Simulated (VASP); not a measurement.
# Bi2Se3 (R-3m) in VASP: single point with LDA

Aim: the single point of Bi2Se3 with LDA.

Everything below comes from runs of VASP 6.6.1. Logs are shortened: lines on timing, memory, paths and dates and some standing lists are left out, and cuts for length are marked.

## Step 1: The cell of the first run

The structure is trigonal, space group R-3m (No. 166). The conventional cell has a = 4.103 Å, b = 4.103 Å, c = 27.932 Å, α = 90.00°, β = 90.00°, γ = 120.00°. Within 3.7 Å of Bi (site symmetry 3m) lie 6 Se at 2.84 to 3.04 Å. Within 4.2 Å of Se (site symmetry -3m) lie 6 Bi at 3.04 Å and 12 Se at 4.10 to 4.19 Å. Within 3.7 Å of Se (site symmetry 3m) lie 3 Bi at 2.84 Å and 3 Se at 3.36 Å.

## Step 2: Single point, LDA

INCAR reads:

```
PREC = Accurate
ENCUT = 520
EDIFF = 1E-6
ISMEAR = 0
SIGMA = 0.1
LREAL = F
LASPH = T
NELM = 80
ALGO = Normal
ISIF = 2
LWAVE = F
LCHARG = F
GGA = CA
NBANDS = 32
```

KPOINTS reads:

```
Automatic mesh
0
Gamma
  12 12 12
```

POSCAR reads:

```
Bi2Se3
1.0
    2.0516346827      1.1845118363      9.3107248118
   -2.0516346827      1.1845118363      9.3107248118
    0.0000000000     -2.3690236727      9.3107248118
Bi Se
2 3
Direct
    0.4012870425      0.4012870425      0.4012870425
    0.5987129575      0.5987129575      0.5987129575
    0.0000000000      0.0000000000      0.0000000000
    0.2094009230      0.2094009230      0.2094009230
    0.7905990770      0.7905990770      0.7905990770
```

Potentials or basis: VASP PAW LDA potentials, release 64 (Bi_d, Se).

Launch:

```sh
$ cat potpaw_LDA.64/Bi_d/POTCAR potpaw_LDA.64/Se/POTCAR > POTCAR
$ mpirun -np 1 vasp_std > vasp.out
```

OUTCAR:

```text
PREC = Accurate
   ENCUT = 520
   EDIFF = 1E-6
   ISMEAR = 0
   LREAL = F
   LASPH = T
   NELM = 80
   ISIF = 2
   GGA = CA

 ion  position               nearest neighbor table
   1  0.401  0.401  0.401-   5 2.84   5 2.84   5 2.84   3 3.04   3 3.04   3 3.04
   2  0.599  0.599  0.599-   4 2.84   4 2.84   4 2.84   3 3.04   3 3.04   3 3.04
   3  0.000  0.000  0.000-   2 3.04   1 3.04   2 3.04   2 3.04   1 3.04   1 3.04
   4  0.209  0.209  0.209-   2 2.84   2 2.84   2 2.84
   5  0.791  0.791  0.791-   1 2.84   1 2.84   1 2.84

  LATTYP: Found a trigonal (rhomboedric) cell.
 ALAT       =     9.6073862045
 COS(alpha) =     0.9087948080

  Lattice vectors:

 A1 = (   2.0516346827,   1.1845118363,   9.3107248118)
 A2 = (  -2.0516346827,   1.1845118363,   9.3107248118)
 A3 = (   0.0000000000,  -2.3690236727,   9.3107248118)

Analysis of symmetry for initial positions (statically):
=====================================================================
 Subroutine PRICEL returns:
 Original cell was already a primitive cell.

 Routine SETGRP: Setting up the symmetry group for a
 trigonal (rhombohedral) supercell.

 Subroutine GETGRP returns: Found 12 space group operations
 (whereof 12 operations were pure point group operations)
 out of a pool of 12 trial point group operations.

The static configuration has the point symmetry D_3d.

Analysis of symmetry for dynamics (positions and initial velocities):
=====================================================================
 Subroutine PRICEL returns:
 Original cell was already a primitive cell.

 Routine SETGRP: Setting up the symmetry group for a
 trigonal (rhombohedral) supercell.

 Subroutine GETGRP returns: Found 12 space group operations
 (whereof 12 operations were pure point group operations)
 out of a pool of 12 trial point group operations.

The dynamic configuration has the point symmetry D_3d.

 Subroutine INISYM returns: Found 12 space group operations
 (whereof 12 operations are pure point group operations),
 and found     1 'primitive' translations

----------------------------------------------------------------------------------------

                                     Primitive cell

  volume of cell :     135.7607

  direct lattice vectors                    reciprocal lattice vectors
     2.051634683  1.184511836  9.310724812     0.243708105  0.140704940  0.035801008
    -2.051634683  1.184511836  9.310724812    -0.243708105  0.140704940  0.035801008
     0.000000000 -2.369023673  9.310724812     0.000000000 -0.281409880  0.035801008

  length of vectors
     9.607386205  9.607386205  9.607386205     0.283678044  0.283678044  0.283678044

  position of ions in fractional coordinates (direct lattice)
     0.401287043  0.401287043  0.401287043
     0.598712957  0.598712957  0.598712957
     0.000000000  0.000000000  0.000000000
     0.209400923  0.209400923  0.209400923
     0.790599077  0.790599077  0.790599077

  ion indices of the primitive-cell ions
   primitive index   ion index
                 1           1
                 2           2
                 3           3
                 4           4
                 5           5

----------------------------------------------------------------------------------------

 KPOINTS: Automatic mesh

Automatic generation of k-mesh.
 Grid dimensions read from file:
 generate k-points for:   12   12   12

 Generating k-lattice:

  Cartesian coordinates                     Fractional coordinates (reciprocal lattice)
     0.020309009  0.011725412  0.002983417     0.083333333 -0.000000000  0.000000000
    -0.020309009  0.011725412  0.002983417    -0.000000000  0.083333333  0.000000000
     0.000000000 -0.023450823  0.002983417     0.000000000  0.000000000  0.083333333

  Length of vectors
     0.023639837  0.023639837  0.023639837

  Shift w.r.t. Gamma in fractional coordinates (k-lattice)
     0.000000000  0.000000000  0.000000000

 Subroutine IBZKPT returns following result:
 ===========================================

 Found    189 irreducible k-points:

 Following reciprocal coordinates:
            Coordinates               Weight
  0.000000  0.000000  0.000000      1.000000
  0.083333 -0.000000 -0.000000      6.000000
  0.166667  0.000000  0.000000      6.000000
  0.250000  0.000000  0.000000      6.000000
  0.333333 -0.000000 -0.000000      6.000000
  0.416667  0.000000  0.000000      6.000000
[... 16 lines left out ...]
  0.500000  0.166667  0.000000     12.000000
 -0.416667  0.166667 -0.000000     12.000000
 [... further k-points ...]
   k-points           NKPTS =    189   k-points in BZ     NKDIM =    189   number of bands    NBANDS=     32
   number of dos      NEDOS =    301   number of ions     NIONS =      5
   total plane-waves  NPLWV = 373248
   dimension x,y,z NGX =    72 NGY =   72 NGZ =   72
   dimension x,y,z NGXF=   144 NGYF=  144 NGZF=  144
   ions per type =               2   3
   NGX,Y,Z   is equivalent  to a cutoff of  12.46, 12.46, 12.46 a.u.
   NGXF,Y,Z  is equivalent  to a cutoff of  24.92, 24.92, 24.92 a.u.
 SYSTEM =  unknown system
   PREC   = accura    normal or accurate (medium, high low for compatibility)
   ISTART =      0    job   : 0-new  1-cont  2-samecut
   ICHARG =      2    charge: 1-file 2-atom 10-const
   ISPIN  =      1    spin polarized calculation?
   LNONCOLLINEAR =      F non collinear calculations
   LSORBIT =      F    spin-orbit coupling
   LASPH  =      T    aspherical Exc in radial PAW
   ENCUT  =  520.0 eV  38.22 Ry    6.18 a.u.  17.86 17.86 17.86*2*pi/ulx,y,z
   NELM   =     80;   NELMIN=  2; NELMDL= -5     # of ELM steps
   EDIFF  = 0.1E-05   stopping-criterion for ELM
   LREAL  =      F    real-space projection
   EDIFFG = 0.1E-04   stopping-criterion for IOM
   NSW    =      0    number of steps for IOM
   IBRION =     -1    ionic relax: 0-MD 1-quasi-New 2-CG
   NFREE  =      0    steps in history (QN), initial steepest desc. (CG)
   ISIF   =      2    stress and relaxation
   ISYM   =      2    0-nonsym 1-usesym 2-fastsym
   POTIM  = 0.5000    time-step for ionic-motion
   TEBEG  =    0.0;   TEEND  =   0.0 temperature during run
   PSTRESS=    0.0 pullay stress
   NELECT =      48.0000    total number of electrons
   NUPDOWN=      -1.0000    fix difference up-down
   EMIN   =  10.00;   EMAX   =-10.00  energy-range for DOS
   EFERMI =   0.00;   METHOD = LEGACY
   ISMEAR =     0;   SIGMA  =   0.10  broadening in eV -4-tet -1-fermi 0-gaus
   EFERMI_NEDOS =   21; number of points for ismear=-14 and -15
   IALGO  =     38    algorithm
   IMIX   =      4    mixing-type and parameters
     AMIX     =   0.40;   BMIX     =  1.00
     AMIX_MAG =   1.60;   BMIX_MAG =  1.00
  volume/ion in A,a.u.               =      27.15       183.23
  Fermi-wavevector in a.u.,A,eV,Ry     =   1.157614  2.187574 18.232768  1.340071
  Thomas-Fermi vector in A             =   2.294224
   LORBIT       =      0    0 simple, 1 ext, 2 COOP (PROOUT), +10 PAW based schemes
   GGA     = CA    functional components
   LHFCALC =     F    Hartree Fock is set to
   AEXX    =    0.0000 exact exchange contribution
   IVDW    =     0    specifies the selected vdW correction
   LEPSILON=     F    determine dielectric tensor
   LRPA    =     F    only Hartree local field effects (RPA)
 non-spin polarized calculation
 Gauss-broadening in eV      SIGMA  =   0.10
  energy-cutoff  :      520.00
  volume of cell :      135.76
 maximum number of plane-waves:      3706
   NGX = 35   NGY = 35   NGZ = 35

 number of electron      48.0000004 magnetization

 Free energy of the ion-electron system (eV)
  ---------------------------------------------------
  ext. energy  EPLUGINS =         0.00000000
  ---------------------------------------------------
  free energy    TOTEN  =       -23.42611502 eV

  energy without entropy =      -23.42603771  energy(sigma->0) =      -23.42607636

 E-fermi :   5.4710     XC(G=0): -10.0117

 val. band max:        5.4515534259   @ k =   0.0000   0.0000   0.0000
 cond. band min:       5.4899493760   @ k =   0.0000   0.0000   0.0000
 fundamental gap:      0.0383959501
 Fermi energy:         5.4709568036

 k-point     1 :       0.0000    0.0000    0.0000
  band No.  band energies     occupation
      1     -17.7043      2.00000
      2     -17.7043      2.00000
      3     -17.7017      2.00000
      4     -17.7017      2.00000
      5     -17.6886      2.00000
      6     -17.6855      2.00000
[... 24 lines left out ...]
     31      11.0753      0.00000
     32      12.1188      0.00000

 k-point     2 :       0.0833   -0.0000   -0.0000
  band No.  band energies     occupation
      1     -17.7056      2.00000
      2     -17.7027      2.00000
      3     -17.7025      2.00000
      4     -17.7000      2.00000
      5     -17.6875      2.00000
      6     -17.6844      2.00000
[... 24 lines left out ...]
     31      10.9465      0.00000
     32      11.3875      0.00000

 k-point     3 :       0.1667    0.0000    0.0000
  band No.  band energies     occupation
      1     -17.7096      2.00000
      2     -17.7060      2.00000
      3     -17.6981      2.00000
      4     -17.6956      2.00000
      5     -17.6852      2.00000
      6     -17.6822      2.00000
[... 24 lines left out ...]
     31      10.2420      0.00000
     32      11.2075      0.00000

 k-point     4 :       0.2500    0.0000    0.0000
  band No.  band energies     occupation
      1     -17.7157      2.00000
      2     -17.7109      2.00000
      3     -17.6936      2.00000
      4     -17.6909      2.00000
      5     -17.6872      2.00000
      6     -17.6820      2.00000
[... 654 lines left out ...]
     31      10.2572      0.00000
     32      11.0175      0.00000

 k-point    23 :       0.5000    0.1667    0.0000
  band No.  band energies     occupation
      1     -17.7214      2.00000
      2     -17.7157      2.00000
      3     -17.6965      2.00000
      4     -17.6904      2.00000
      5     -17.6878      2.00000
      6     -17.6834      2.00000
[... 24 lines left out ...]
     31      10.2807      0.00000
     32      11.0413      0.00000

 k-point    24 :      -0.4167    0.1667   -0.0000
  band No.  band energies     occupation
      1     -17.7226      2.00000
      2     -17.7165      2.00000
      3     -17.6970      2.00000
      4     -17.6901      2.00000
      5     -17.6883      2.00000
      6     -17.6837      2.00000
[... 24 lines left out ...]
     31      10.1527      0.00000
     32      11.1079      0.00000

 [... further k-points ...]

------------------------ aborting loop because EDIFF is reached ----------------------------------------

  FORCE on cell =-STRESS in cart. coord.  units (eV):
  Direction    XX          YY          ZZ          XY          YZ          ZX
  --------------------------------------------------------------------------------------
  -------------------------------------------------------------------------------------
  Total        0.1679013      0.1679013      0.1625079      0.0000000     -0.0000000      0.0000000
  in kB        1.9814832      1.9814832      1.9178333      0.0000000     -0.0000000      0.0000000
  external PRESSURE =       1.9602665 kB  Pullay stress =       0.0000000 kB

 VOLUME and BASIS-vectors are now :
 -----------------------------------------------------------------------------
  energy-cutoff  :      520.00
  volume of cell :      135.76
      direct lattice vectors                 reciprocal lattice vectors
     2.051634683  1.184511836  9.310724812     0.243708105  0.140704940  0.035801008
    -2.051634683  1.184511836  9.310724812    -0.243708105  0.140704940  0.035801008
     0.000000000 -2.369023673  9.310724812     0.000000000 -0.281409880  0.035801008

 POSITION                                       TOTAL-FORCE (eV/Angst)
 -----------------------------------------------------------------------------------
      0.00000     -0.00000     11.20882         0.000000      0.000000     -0.020492
      0.00000     -0.00000     16.72335         0.000000     -0.000000      0.020492
      0.00000      0.00000      0.00000         0.000000     -0.000000     -0.000000
      0.00000     -0.00000      5.84902         0.000000      0.000000     -0.032983
      0.00000     -0.00000     22.08315         0.000000     -0.000000      0.032983
 -----------------------------------------------------------------------------------
    total drift:                                0.000000      0.000000      0.000000

  FREE ENERGIE OF THE ION-ELECTRON SYSTEM (eV)
  ---------------------------------------------------
  free  energy   TOTEN  =       -23.4261150164 eV

  energy  without entropy=      -23.4260377063  energy(sigma->0) =      -23.42607636
```

It took 57 min on 1 thread of Intel Xeon Platinum 8488C (Sapphire Rapids), shared host; peak memory 1 GiB.

Results:

- Free energy: -23.4261 eV
- Pressure: 0.2 GPa
- Largest force: 0.033 eV/Å
- Band gap on the k mesh: 0.04 eV

Forces in eV/Å, atoms in the order of the input:
```
Bi   0.000  0.000 -0.020
Bi   0.000  0.000  0.020
Se   0.000  0.000  0.000
Se   0.000  0.000 -0.033
Se   0.000  0.000  0.033
```

Caveat: spin-orbit coupling is left out, which moves the levels of the heavy elements.
